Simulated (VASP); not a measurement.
# LiH (C2/m) in VASP: single point with PBE

Aim: the single point of LiH with PBE.

Everything below comes from runs of VASP 6.6.1. Logs are shortened: lines on timing, memory, paths and dates and some standing lists are left out, and cuts for length are marked.

## (1) The cell of the first run

It takes space group C2/m (No. 12, monoclinic). Conventional cell: a = 3.295 Å, b = 3.516 Å, c = 2.396 Å, α = 90.00°, β = 133.17°, γ = 90.00°. Li (site symmetry 2/m) has 6 H at 1.65 to 1.76 Å within 2.2 Å. H (site symmetry 2/m) has 6 Li at 1.65 to 1.76 Å within 2.2 Å.

## (2) Single point, PBE

Input file INCAR:

```
PREC     = Accurate       # precision mode
ENCUT    = 520            # plane-wave cutoff, eV
EDIFF    = 1E-7           # SCF threshold, eV
ISMEAR   = 0              # smearing method
SIGMA    = 0.1            # smearing width, eV
LREAL    = F              # projectors in reciprocal space
LASPH    = T              # aspherical terms in the spheres
NELM     = 60             # most SCF steps
ALGO     = Normal         # electronic algorithm
ISIF     = 2              # what is computed and relaxed
LWAVE    = F              # write WAVECAR
LCHARG   = F              # write CHGCAR
GGA      = PE             # functional
NBANDS   = 9              # bands
ISYM     = 0
```

Input file KPOINTS:

```
Automatic mesh
0
Gamma
  4 5 1
  0.5 0.5 0.5
```

Input file POSCAR:

```
LiH
1.0
    0.2872550566      2.0430533517      1.2444900042
    2.0434705327      0.2934093399      1.2383357208
    2.3330940886      2.3265226243      0.0037857841
Li H
1 1
Direct
   -0.2501783792      0.2507316890     -0.0000450737
    0.7498183718      0.2507347505      0.4999569760
```

Potentials or basis: VASP PAW PBE potentials, release 64 (Li_sv, H).

Started as:

```sh
$ cat potpaw_PBE.64/Li_sv/POTCAR potpaw_PBE.64/H/POTCAR > POTCAR
$ mpirun -np 1 vasp_std > vasp.out
```

OUTCAR:

```text
PREC = Accurate
   ENCUT = 520
   EDIFF = 1E-7
   ISMEAR = 0
   LREAL = F
   LASPH = T
   NELM = 60
   ISIF = 2
   GGA = PE
   ISYM = 0

 ion  position               nearest neighbor table
   1  0.750  0.251  1.000-   2 1.65   2 1.65
   2  0.750  0.251  0.500-   1 1.65   1 1.65

IMPORTANT INFORMATION: All symmetrisations will be switched off!
NOSYMM: (Re-)initialisation of all symmetry stuff for point group C_1.

----------------------------------------------------------------------------------------

                                     Primitive cell

  volume of cell :      10.1242

  direct lattice vectors                    reciprocal lattice vectors
     0.287255057  2.043053352  1.244490004    -0.284456584  0.284605960  0.401969023
     2.043470533  0.293409340  1.238335721     0.285216572 -0.286680900  0.404803951
     2.333094089  2.326522624  0.003785784     0.213827609  0.216051925 -0.404043962

  length of vectors
     2.409426869  2.407350456  3.294852027     0.568766381  0.572189366  0.505620613

  position of ions in fractional coordinates (direct lattice)
     0.749821621  0.250731689  0.999954926
     0.749818372  0.250734751  0.499956976

  ion indices of the primitive-cell ions
   primitive index   ion index
                 1           1
                 2           2

----------------------------------------------------------------------------------------

 KPOINTS: Automatic mesh

Automatic generation of k-mesh.
 Grid dimensions read from file:
 generate k-points for:    4    5    1

 Generating k-lattice:

  Cartesian coordinates                     Fractional coordinates (reciprocal lattice)
    -0.071114146  0.071151490  0.100492256     0.250000000 -0.000000000 -0.000000000
     0.057043314 -0.057336180  0.080960790     0.000000000  0.200000000  0.000000000
     0.213827609  0.216051925 -0.404043962     0.000000000 -0.000000000  1.000000000

  Length of vectors
     0.142191595  0.114437873  0.505620613

  Shift w.r.t. Gamma in fractional coordinates (k-lattice)
     0.500000000  0.500000000  0.500000000

 Subroutine IBZKPT returns following result:
 ===========================================

 Found     10 irreducible k-points:

 Following reciprocal coordinates:
            Coordinates               Weight
[... 29 lines left out ...]
   LREAL  =      F    real-space projection
   EDIFFG = 0.1E-05   stopping-criterion for IOM
   NSW    =      0    number of steps for IOM
   IBRION =     -1    ionic relax: 0-MD 1-quasi-New 2-CG
   NFREE  =      0    steps in history (QN), initial steepest desc. (CG)
   ISIF   =      2    stress and relaxation
   ISYM   =      0    0-nonsym 1-usesym 2-fastsym
   POTIM  = 0.5000    time-step for ionic-motion
   TEBEG  =    0.0;   TEEND  =   0.0 temperature during run
   PSTRESS=    0.0 pullay stress
   NELECT =       4.0000    total number of electrons
   NUPDOWN=      -1.0000    fix difference up-down
   EMIN   =  10.00;   EMAX   =-10.00  energy-range for DOS
   EFERMI =   0.00;   METHOD = LEGACY
   ISMEAR =     0;   SIGMA  =   0.10  broadening in eV -4-tet -1-fermi 0-gaus
   EFERMI_NEDOS =   21; number of points for ismear=-14 and -15
   IALGO  =     38    algorithm
   IMIX   =      4    mixing-type and parameters
     AMIX     =   0.40;   BMIX     =  1.00
     AMIX_MAG =   1.60;   BMIX_MAG =  1.00
  volume/ion in A,a.u.               =       5.06        34.16
  Fermi-wavevector in a.u.,A,eV,Ry     =   1.201270  2.270072 19.633893  1.443050
  Thomas-Fermi vector in A             =   2.337084
   LORBIT       =      0    0 simple, 1 ext, 2 COOP (PROOUT), +10 PAW based schemes
   GGA     = PE    functional components
   LHFCALC =     F    Hartree Fock is set to
   AEXX    =    0.0000 exact exchange contribution
   IVDW    =     0    specifies the selected vdW correction
   LEPSILON=     F    determine dielectric tensor
   LRPA    =     F    only Hartree local field effects (RPA)
 non-spin polarized calculation
 Gauss-broadening in eV      SIGMA  =   0.10
  energy-cutoff  :      520.00
  volume of cell :       10.12
 maximum number of plane-waves:       275
 NGX is ok and might be reduce to    18
   NGX =  9   NGY =  9   NGZ = 13

 number of electron       3.9999997 magnetization

 Free energy of the ion-electron system (eV)
  ---------------------------------------------------
  ext. energy  EPLUGINS =         0.00000000
  ---------------------------------------------------
  free energy    TOTEN  =        -6.38772604 eV

  energy without entropy =       -6.38772604  energy(sigma->0) =       -6.38772604

 E-fermi :   1.0054     XC(G=0): -10.1403

 val. band max:        0.3349391646   @ k =   0.1250  -0.3000   0.5000
 cond. band min:       8.8749395176   @ k =  -0.3750   0.1000   0.5000
 fundamental gap:      8.5400003530
 Fermi energy:         1.0053691451

 k-point     1 :       0.1250    0.1000    0.5000
  band No.  band energies     occupation
      1     -41.3458      2.00000
      2      -2.0195      2.00000
      3      11.5998      0.00000
      4      19.2611      0.00000
      5      20.8459      0.00000
      6      25.3890      0.00000
      7      30.9695      0.00000
      8      31.9725      0.00000
      9      33.9955      0.00000
[... 97 lines left out ...]
 k-point    10 :      -0.3750    0.5000    0.5000
  band No.  band energies     occupation
      1     -41.3213      2.00000
      2      -1.4369      2.00000
      3       9.8267      0.00000
      4      17.0857      0.00000
      5      22.8091      0.00000
      6      24.7718      0.00000
      7      30.0980      0.00000
      8      32.8389      0.00000
      9      38.0058      0.00000

------------------------ aborting loop because EDIFF is reached ----------------------------------------

  FORCE on cell =-STRESS in cart. coord.  units (eV):
  Direction    XX          YY          ZZ          XY          YZ          ZX
  --------------------------------------------------------------------------------------
  -------------------------------------------------------------------------------------
  Total        1.2914197      1.2901933      1.2757950      0.0148761     -0.0000272      0.0007901
  in kB      204.3693614    204.1752797    201.8967160      2.3541676     -0.0043070      0.1250322
  external PRESSURE =     203.4804524 kB  Pullay stress =       0.0000000 kB

 VOLUME and BASIS-vectors are now :
 -----------------------------------------------------------------------------
  energy-cutoff  :      520.00
  volume of cell :       10.12
      direct lattice vectors                 reciprocal lattice vectors
     0.287255057  2.043053352  1.244490004    -0.284456584  0.284605960  0.401969023
     2.043470533  0.293409340  1.238335721     0.285216572 -0.286680900  0.404803951
     2.333094089  2.326522624  0.003785784     0.213827609  0.216051925 -0.404043962

 POSITION                                       TOTAL-FORCE (eV/Angst)
 -----------------------------------------------------------------------------------
      3.06074      3.93191      1.24742         0.000072      0.000012      0.000004
      1.89420      2.76865      1.24553        -0.000072     -0.000012     -0.000004
 -----------------------------------------------------------------------------------
    total drift:                                0.000016      0.000016      0.000010

  FREE ENERGIE OF THE ION-ELECTRON SYSTEM (eV)
  ---------------------------------------------------
  free  energy   TOTEN  =        -6.3877260397 eV

  energy  without entropy=       -6.3877260397  energy(sigma->0) =       -6.38772604
```

OSZICAR:

```text
N       E                     dE             d eps       ncg     rms          rms(c)
DAV:   1     0.237103743636E+01    0.23710E+01   -0.18093E+03   180   0.440E+02
DAV:   2    -0.643309147977E+01   -0.88041E+01   -0.87859E+01   250   0.661E+01
DAV:   3    -0.663701142770E+01   -0.20392E+00   -0.20374E+00   193   0.116E+01
DAV:   4    -0.664455876877E+01   -0.75473E-02   -0.75431E-02   268   0.121E+00
DAV:   5    -0.664456516980E+01   -0.64010E-05   -0.64010E-05   190   0.354E-02    0.319E+00
DAV:   6    -0.645785258183E+01    0.18671E+00   -0.11255E-01   192   0.124E+00    0.169E+00
DAV:   7    -0.638620299241E+01    0.71650E-01   -0.18805E-01   191   0.176E+00    0.237E-01
DAV:   8    -0.638775270478E+01   -0.15497E-02   -0.33995E-03   189   0.486E-01    0.480E-02
DAV:   9    -0.638772292380E+01    0.29781E-04   -0.18767E-04   226   0.888E-02    0.611E-03
DAV:  10    -0.638772604784E+01   -0.31240E-05   -0.10533E-05   187   0.271E-02    0.316E-03
DAV:  11    -0.638772603969E+01    0.81541E-08   -0.24208E-07   206   0.419E-03
   1 F= -.63877260E+01 E0= -.63877260E+01  d E =-.335855E-21
```

stdout:

```text
POSCAR found type information on POSCAR LiH
 POSCAR found :  2 types and       2 ions
 scaLAPACK will be used
 LDA part: xc-table for (Slater+PW92), standard interpolation
 POSCAR, INCAR and KPOINTS ok, starting setup
 FFT: planning ... GRIDC
 FFT: planning ... GRID_SOFT
 FFT: planning ... GRID
 WAVECAR not read
 entering main loop
```

Run time: 3.2 s. Hardware: 1 thread of Intel Xeon Platinum 8375C at 2.90GHz (Ice Lake), shared host; peak memory 0.12 GiB.

Results:

```yaml
Free_energy: -6.3877 eV
Band_gap_on_the_k_mesh: 8.54 eV, indirect (least direct gap 8.55 eV)
```

Levels at points of the mesh, in eV from the valence-band top:
```tsv
k point	band 1	band 2	band 3	band 4	band 5	band 6	band 7
(0.12, 0.10, 0.50)	-41.68	-2.35	11.26	18.93	20.51	25.05	30.63
```

Caveat: the k points lie up to 3.18 Å⁻¹ apart; the cutoff is under 1.25 times the usual one of these potentials, so pressure, stress and relaxed cells hold a basis-set (Pulay) error.
